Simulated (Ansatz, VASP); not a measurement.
## One calculation of C, two programs

```
C
1.0
     3.56680    0.00000    0.00000
     0.00000   -3.56680    0.00000
     0.00000    0.00000   -3.56680
C
8
Direct
  0.55332 0.93538 0.92435
  0.99756 0.46881 0.03382
  0.99105 0.98552 0.51686
  0.48760 0.58215 0.47822
  0.78442 0.74790 0.77135
  0.28035 0.23311 0.75845
  0.13747 0.78263 0.28027
  0.76823 0.26450 0.23668
```

Change from the starting cell: all atoms moved at random (sigma 0.15 Å a component).

Alike in both runs: task single point; functional PBE; k mesh 6 × 6 × 6; occupations gaussian, width 0.05 eV; no spin polarisation.

```csv
,VASP,Ansatz
version,VASP 6.6.1,Ansatz 0.2.0
potentials or method,"VASP PAW PBE potentials, release 64 (C), cutoff 520 eV","scalar-relativistic, plane waves, PAW"
valence electrons in the cell,32,32
```

|  | VASP | Ansatz | Ansatz less VASP |
| --- | --- | --- | --- |
| gap on the k mesh at the Fermi level (eV) | 0.19 | 0.19 | +0.002 |
| least direct gap on the mesh (eV) | 0.19 | 0.19 | +0.002 |
| rms of the force components (eV/Å) | 8.588 | 8.548 | -0.0402 |

Atom by atom the forces differ by 0.045 eV/Å (rms over components).
